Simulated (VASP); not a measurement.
Runs of VASP 6.6.1 on TiB. The structure is that of space group I-4m2 (No. 119), or close to it. The cells are those of the table. 

```csv
cell,gap on the mesh (eV),pressure (GPa)
"a = 2.895, b = 2.895, c = 3.228 Å, angles 56.1, 56.1, 67.8°, 2 atoms",none,103.9
"a = 3.157, b = 3.157, c = 2.722 Å, angles 64.5, 64.5, 51.1°, 2 atoms",none,105.0
"a = 3.309, b = 3.309, c = 2.596 Å, angles 66.9, 66.9, 46.2°, 2 atoms",none,(a)
"a = 2.935, b = 2.935, c = 3.055 Å, angles 58.6, 58.6, 62.7°, 2 atoms",none,111.3
"a = 2.893, b = 2.893, c = 3.430 Å, angles 53.6, 53.6, 72.7°, 2 atoms",none,91.0
"a = 3.026, b = 3.026, c = 2.878 Å, angles 61.6, 61.6, 56.8°, 2 atoms",none,111.0
"a = 2.888, b = 2.888, c = 3.335 Å, angles 54.7, 54.7, 70.5°, 2 atoms",none,(b)
```

Alike in all rows: task single point; level PBEsol; potentials or basis VASP PAW PBE potentials, release 64 (Ti_sv, B); no spin polarisation; k mesh 22 × 22 × 22; cutoff (eV) 520; smearing gaussian 0.15 eV.

Q: Estimate the missing entries.

A: (a) 97.7; (b) 97.4.

Caveats: the PAW data sets were made with another functional, which shifts forces and pressure a little.

A gap of «none» marks levels without a gap at the run's occupations.
